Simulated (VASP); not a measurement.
Crystal: EuS.

```
CELL_PARAMETERS angstrom
0.00000 2.97850 2.97850
2.97850 0.00000 2.97850
2.97850 2.97850 0.00000
ATOMIC_POSITIONS crystal
Eu 0.00000 0.00000 0.00000
S 0.50000 0.50000 0.50000
```

- Program: VASP 6.6.1
- Task: relaxation of cell and atoms
- Functional: revPBE
- Dispersion: D4
- Potentials or basis: VASP PAW PBE potentials, release 64 (Eu, S)
- Cutoff: 600 eV
- k mesh: 8 × 8 × 8
- Occupations: fermi-dirac, width 0.05 eV
- Spin: collinear spin, ferromagnetic start
- Starting moments: [7.0, 0.0] μB

At the start: pressure -4.0 GPa; volume 26.42 Å³/atom.

**Question.** How do energy, volume and symmetry change on relaxing?

**Answer.** Over 3 steps the energy falls by 32.0 meV/atom and the volume is 24.09 Å³/atom (-8.8 %); space group Fm-3m (No. 225, to 0.1 Å) before and after; moment 6.96 μB per cell.

Step by step:
```csv
step,energy change (eV),largest force (eV/Å),pressure (GPa),volume (Å³)
1,0.0000,0.0000,-4.03,52.85
2,-0.0639,0.0000,0.28,47.93
3,-0.0641,0.0000,0.01,48.17
```

Final structure:
```xyz
2
Lattice="0.0000 2.8880 2.8880 2.8880 0.0000 2.8880 2.8880 2.8880 0.0000" Properties=species:S:1:pos:R:3 pbc="T T T"
Eu    0.0000    0.0000    0.0000
S     2.8880    2.8880    2.8880
```

Caveat: the PAW data sets were made with another functional, which shifts forces and pressure a little; a cell with one magnetic atom can't hold antiferromagnetic order, which such compounds often take; semilocal functionals describe open f shells poorly, which spoils levels, moments and volumes.
